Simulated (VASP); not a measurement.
# W16N (a cell with a defect) in VASP: notebook

Runs on W16N (a cell with a defect). Level: PBEsol. Tasks: single point.

All numbers are computed with VASP 6.6.1; they aren't measurements. Logs are shortened: lines on timing, memory, paths and dates and some standing lists are left out, and cuts for length are marked.

### 1 The cell of the first run

The cell holds a defect, 17 atoms: a = 6.320 Å, b = 6.320 Å, c = 6.320 Å, α = 90.00°, β = 90.00°, γ = 90.00°.

### 2 Single point, PBEsol

Contents of INCAR:

```
SYSTEM = W16N
PREC     = Accurate       ! precision mode
ENCUT    = 520            ! plane-wave cutoff, eV
EDIFF    = 1E-6           ! SCF threshold, eV
ISMEAR   = -1             ! smearing method
SIGMA    = 0.1            ! smearing width, eV
LREAL    = Auto         
LASPH    = .TRUE.         ! aspherical terms in the spheres
NELM     = 60             ! most SCF steps
ALGO     = Normal         ! electronic algorithm
ISIF     = 2              ! what is computed and relaxed
LWAVE    = .FALSE.        ! write WAVECAR
LCHARG   = .TRUE.         ! write CHGCAR
GGA      = PS             ! functional
LELF     = .TRUE.         ! ELF
LVHAR    = .TRUE.       
NBANDS   = 128            ! bands
```

Contents of KPOINTS:

```
Automatic mesh
0
G
  3 3 3
  0 0 0
```

Contents of POSCAR:

```
W16N
1.0
    6.3200000000      0.0000000000      0.0000000000
    0.0000000000      6.3200000000      0.0000000000
    0.0000000000      0.0000000000      6.3200000000
W N
16 1
Direct
   -0.0000151899      0.0076389241      0.0001058544
    0.4990072785      0.0076316456      0.0001064873
   -0.0000125000      0.5066503165      0.0001064873
   -0.0092629747     -0.0016131329      0.5000987342
    0.2495044304      0.2571344937      0.2954900316
    0.4990068038      0.5066558544      0.0001082278
    0.5082469937     -0.0016218354      0.5000993671
    0.7494892405      0.2571431962      0.2517734177
   -0.0092500000      0.5158935127      0.5001015823
    0.2494920886      0.7571384494      0.2517661392
    0.2495066456      0.2571352848      0.7047023734
    0.5082460443      0.5158944620      0.5001031646
    0.7494985759      0.7571382911      0.2445553797
    0.7494900316      0.2571408228      0.7484335443
    0.2494906646      0.7571387658      0.7484408228
    0.7495004747      0.7571420886      0.7556462025
    0.2495177215      0.2571313291      0.0000954114
```

Potentials or basis: VASP PAW PBE potentials, release 64 (W_sv, N).

Launch:

```
cat potpaw_PBE.64/W_sv/POTCAR potpaw_PBE.64/N/POTCAR > POTCAR
mpirun -np 1 vasp_std > vasp.out
```

OUTCAR:

```text
SYSTEM = W16N
   PREC = Accurate
   ENCUT = 520
   EDIFF = 1E-6
   ISMEAR = -1
   LREAL = Auto
   LASPH = .TRUE.
   NELM = 60
   ISIF = 2
   GGA = PS

 ion  position               nearest neighbor table
   1  1.000  0.008  0.000-  17 2.23  13 2.72  16 2.72   8 2.74  10 2.74  14 2.74  15 2.74   5 2.91
                            11 2.91   3 3.15   2 3.15   4 3.16   4 3.16   2 3.17   3 3.17
   2  0.499  0.008  0.000-  17 2.23  13 2.72  16 2.72   8 2.74  14 2.74  10 2.74  15 2.74   5 2.91
                            11 2.91   1 3.15   6 3.15   7 3.16   7 3.16   6 3.17   1 3.17
   3  1.000  0.507  0.000-  17 2.23  13 2.72  16 2.72  10 2.74  15 2.74   8 2.74  14 2.74   5 2.91
                            11 2.91   1 3.15   6 3.15   9 3.16   9 3.16   6 3.17   1 3.17
   4  0.991  0.998  0.500-  11 2.65   5 2.65  16 2.69  13 2.69   8 2.73  14 2.73  10 2.73  15 2.73
                             7 3.05   9 3.05   1 3.16   1 3.16   9 3.27   7 3.27
   5  0.250  0.257  0.295-  17 1.87  11 2.59   7 2.65  12 2.65   4 2.65   9 2.65   2 2.91   1 2.91
                             6 2.91   3 2.91   8 3.17  10 3.17  10 3.17   8 3.17
   6  0.499  0.507  0.000-  17 2.23  13 2.72  16 2.72  10 2.74   8 2.74  15 2.74  14 2.74   5 2.91
                            11 2.91   3 3.15   2 3.15  12 3.16  12 3.16   2 3.17   3 3.17
   7  0.508  0.998  0.500-  11 2.65   5 2.65  13 2.69  16 2.69  10 2.73   8 2.73  15 2.73  14 2.73
                            12 3.05   4 3.05   2 3.16   2 3.16   4 3.27  12 3.27
   8  0.749  0.257  0.252-  12 2.73   4 2.73   7 2.73   9 2.73   6 2.74   2 2.74   1 2.74   3 2.74
                            14 3.14  13 3.16  13 3.16   5 3.17   5 3.17  14 3.18
   9  0.991  0.516  0.500-  11 2.65   5 2.65  13 2.69  16 2.69  10 2.73  15 2.73   8 2.73  14 2.73
                             4 3.05  12 3.05   3 3.16   3 3.16  12 3.27   4 3.27
  10  0.249  0.757  0.252-   9 2.73   7 2.73  12 2.73   4 2.73   3 2.74   6 2.74   2 2.74   1 2.74
                            15 3.14  13 3.16  13 3.16   5 3.17   5 3.17  15 3.18
  11  0.250  0.257  0.705-  17 1.87   5 2.59  12 2.65   7 2.65   9 2.65   4 2.65   2 2.91   1 2.91
                             6 2.91   3 2.91  14 3.17  15 3.17  15 3.17  14 3.17
  12  0.508  0.516  0.500-  11 2.65   5 2.65  13 2.69  16 2.69   8 2.73  14 2.73  10 2.73  15 2.73
                             7 3.05   9 3.05   6 3.16   6 3.16   9 3.27   7 3.27
  13  0.749  0.757  0.245-   4 2.69   7 2.69   9 2.69  12 2.69   6 2.72   3 2.72   2 2.72   1 2.72
                            16 3.09  10 3.16   8 3.16   8 3.16  10 3.16  16 3.23
  14  0.749  0.257  0.748-  12 2.73   4 2.73   7 2.73   9 2.73   2 2.74   1 2.74   6 2.74   3 2.74
                             8 3.14  16 3.16  16 3.16  11 3.17  11 3.17   8 3.18
  15  0.249  0.757  0.748-   9 2.73  12 2.73   7 2.73   4 2.73   3 2.74   6 2.74   1 2.74   2 2.74
                            10 3.14  16 3.16  16 3.16  11 3.17  11 3.17  10 3.18
  16  0.750  0.757  0.756-   4 2.69   7 2.69   9 2.69  12 2.69   3 2.72   1 2.72   6 2.72   2 2.72
                            13 3.09  15 3.16  14 3.16  14 3.16  15 3.16  13 3.23
  17  0.250  0.257  0.000-  11 1.87   5 1.87   2 2.23   6 2.23   1 2.23   3 2.23

  LATTYP: Found a simple cubic cell.
 ALAT       =     6.3200000000

  Lattice vectors:

 A1 = (   6.3200000000,   0.0000000000,   0.0000000000)
 A2 = (   0.0000000000,   6.3200000000,   0.0000000000)
 A3 = (   0.0000000000,   0.0000000000,   6.3200000000)

[... 166 lines left out ...]
  volume/ion in A,a.u.               =      14.85       100.21
  Fermi-wavevector in a.u.,A,eV,Ry     =   1.584782  2.994804 34.171502  2.511535
  Thomas-Fermi vector in A             =   2.684347
   LORBIT       =      0    0 simple, 1 ext, 2 COOP (PROOUT), +10 PAW based schemes
   GGA     = PS    functional components
   LHFCALC =     F    Hartree Fock is set to
   AEXX    =    0.0000 exact exchange contribution
   IVDW    =     0    specifies the selected vdW correction
   LEPSILON=     F    determine dielectric tensor
   LRPA    =     F    only Hartree local field effects (RPA)
 non-spin polarized calculation
  energy-cutoff  :      520.00
  volume of cell :      252.44
 maximum number of plane-waves:      6859
   NGX = 23   NGY = 23   NGZ = 23

 number of electron     228.9999994 magnetization

 Free energy of the ion-electron system (eV)
  ---------------------------------------------------
  ext. energy  EPLUGINS =         0.00000000
  ---------------------------------------------------
  free energy    TOTEN  =      -228.12499697 eV

  energy without entropy =     -227.84550019  energy(sigma->0) =     -227.98524858

 E-fermi :  11.7683     XC(G=0): -13.9032

 val. band max:       11.7294701739   @ k =  -0.3333   0.3333   0.0000
 cond. band min:      11.7711687765   @ k =  -0.3333   0.3333   0.0000
 fundamental gap:      0.0416986026
 Fermi energy:        11.7683498764

 k-point     1 :       0.0000    0.0000    0.0000
  band No.  band energies     occupation
      1     -62.5735      2.00000
      2     -62.5403      2.00000
      3     -62.5403      2.00000
      4     -62.5309      2.00000
      5     -62.4662      2.00000
      6     -62.3954      2.00000
[... 1795 lines left out ...]
    125      13.4864      0.00000
    126      13.7350      0.00000
 [bands above 126 left out]

------------------------ aborting loop because EDIFF is reached ----------------------------------------

  FORCE on cell =-STRESS in cart. coord.  units (eV):
  Direction    XX          YY          ZZ          XY          YZ          ZX
  --------------------------------------------------------------------------------------
  -------------------------------------------------------------------------------------
  Total        7.2999426      7.2851184     28.6271812     -0.0015954      0.0016172      0.0000471
  in kB       46.3317593     46.2376724    181.6928906     -0.0101260      0.0102644      0.0002988
  external PRESSURE =      91.4207741 kB  Pullay stress =       0.0000000 kB

 VOLUME and BASIS-vectors are now :
 -----------------------------------------------------------------------------
  energy-cutoff  :      520.00
  volume of cell :      252.44
      direct lattice vectors                 reciprocal lattice vectors
     6.320000000  0.000000000  0.000000000     0.158227848  0.000000000  0.000000000
     0.000000000  6.320000000  0.000000000     0.000000000  0.158227848  0.000000000
     0.000000000  0.000000000  6.320000000     0.000000000  0.000000000  0.158227848

 POSITION                                       TOTAL-FORCE (eV/Angst)
 -----------------------------------------------------------------------------------
      6.31990      0.04828      0.00067        -0.021887     -0.024013     -0.000571
      3.15373      0.04823      0.00067         0.021372     -0.023467     -0.000741
      6.31992      3.20203      0.00067        -0.021996      0.022203     -0.000962
      6.26146      6.30981      3.16062        -0.003599     -0.006595      0.000799
      1.57687      1.62509      1.86750        -0.000122     -0.000240      0.095131
      3.15372      3.20206      0.00068         0.022333      0.022490     -0.000966
[... 9 lines left out ...]
      4.73684      4.78514      4.77568        -0.000321     -0.000220      0.016079
      1.57695      1.62507      0.00060        -0.000874      0.001625      0.000390
 -----------------------------------------------------------------------------------
    total drift:                               -0.000860     -0.020537      0.000502

  FREE ENERGIE OF THE ION-ELECTRON SYSTEM (eV)
  ---------------------------------------------------
  free  energy   TOTEN  =      -228.1249969698 eV

  energy  without entropy=     -227.8455001895  energy(sigma->0) =     -227.98524858
```

OSZICAR:

```text
N       E                     dE             d eps       ncg     rms          rms(c)
DAV:   1     0.357564779828E+04    0.35756E+04   -0.12886E+05  3584   0.213E+03
DAV:   2     0.909287971803E+02   -0.34847E+04   -0.34306E+04  3584   0.726E+02
DAV:   3    -0.219520604222E+03   -0.31045E+03   -0.29557E+03  4104   0.184E+02
DAV:   4    -0.239783679144E+03   -0.20263E+02   -0.19602E+02  4240   0.373E+01
DAV:   5    -0.240556914831E+03   -0.77324E+00   -0.75901E+00  4256   0.670E+00    0.955E+01
DAV:   6    -0.230535238188E+03    0.10022E+02   -0.28362E+01  4512   0.212E+01    0.397E+01
DAV:   7    -0.229037416196E+03    0.14978E+01   -0.16930E+01  4352   0.185E+01    0.704E+00
DAV:   8    -0.228182483327E+03    0.85493E+00   -0.63654E+00  4392   0.113E+01    0.268E+00
DAV:   9    -0.228142544469E+03    0.39939E-01   -0.52766E-01  4296   0.309E+00    0.168E+00
DAV:  10    -0.228130043482E+03    0.12501E-01   -0.12249E-01  4552   0.126E+00    0.509E-01
DAV:  11    -0.228125027872E+03    0.50156E-02   -0.24415E-02  4784   0.568E-01    0.137E-01
DAV:  12    -0.228125045176E+03   -0.17304E-04   -0.40544E-03  4328   0.261E-01    0.769E-02
DAV:  13    -0.228125007276E+03    0.37900E-04   -0.39138E-04  4128   0.108E-01    0.549E-02
DAV:  14    -0.228125000202E+03    0.70740E-05   -0.15416E-04  4456   0.445E-02    0.227E-02
DAV:  15    -0.228124998754E+03    0.14479E-05   -0.21239E-05  4152   0.240E-02    0.129E-02
DAV:  16    -0.228124997953E+03    0.80128E-06   -0.14114E-05  3480   0.107E-02    0.441E-03
DAV:  17    -0.228124996970E+03    0.98312E-06   -0.11872E-06  2296   0.519E-03
   1 F= -.22812500E+03 E0= -.22798525E+03  d E =-.279497E+00
```

stdout:

```text
POSCAR found type information on POSCAR W N
 POSCAR found :  2 types and      17 ions
 scaLAPACK will be used
 -----------------------------------------------------------------------------
|                                                                             |
|                                                                             |
|     You enforced a specific xc type in the INCAR file but a different       |
|     I HOPE YOU KNOW WHAT YOU ARE DOING!                                     |
|                                                                             |
 -----------------------------------------------------------------------------

 LDA part: xc-table for (Slater+PW92), standard interpolation
 POSCAR, INCAR and KPOINTS ok, starting setup
 FFT: planning ... GRIDC
 FFT: planning ... GRID_SOFT
 FFT: planning ... GRID
 WAVECAR not read
 entering main loop
```

Wall time 13 min (1 thread of Intel Xeon Platinum 8259CL at 2.50GHz (Skylake/Cascade Lake), shared host); peak memory 0.48 GiB.

What came out:

```yaml
Free_energy: -228.1250 eV
Pressure: 9.1 GPa
Largest_force: 0.095 eV/Å
Band_gap_on_the_k_mesh: zero (an odd number of electrons rules out a gap without spin polarisation)
```

Forces in eV/Å, atoms in the order of the input:
```
W   -0.022 -0.024 -0.001
W    0.021 -0.023 -0.001
W   -0.022  0.022 -0.001
W   -0.004 -0.007  0.001
W    0.000  0.000  0.095
W    0.022  0.022 -0.001
W    0.004 -0.007  0.000
W    0.001  0.000 -0.003
W   -0.009  0.007  0.000
W    0.001  0.000 -0.003
W   -0.001 -0.001 -0.095
W    0.007  0.007  0.000
W    0.000  0.001 -0.015
W    0.001  0.000  0.003
W    0.001  0.000  0.003
W    0.000  0.000  0.016
N   -0.001  0.002  0.000
```

Stress tensor (GPa, compression positive):
```
 4.63  0.00  0.00
 0.00  4.62  0.00
 0.00  0.00 18.17
```

Caveat: the PAW data sets were made with another functional, which shifts forces and pressure a little; spin-orbit coupling is left out, which moves the levels of the heavy elements.

(Part 1 of 2 ends here.)

The gap in the log of VASP goes by the Fermi energy; the results here count the filled bands.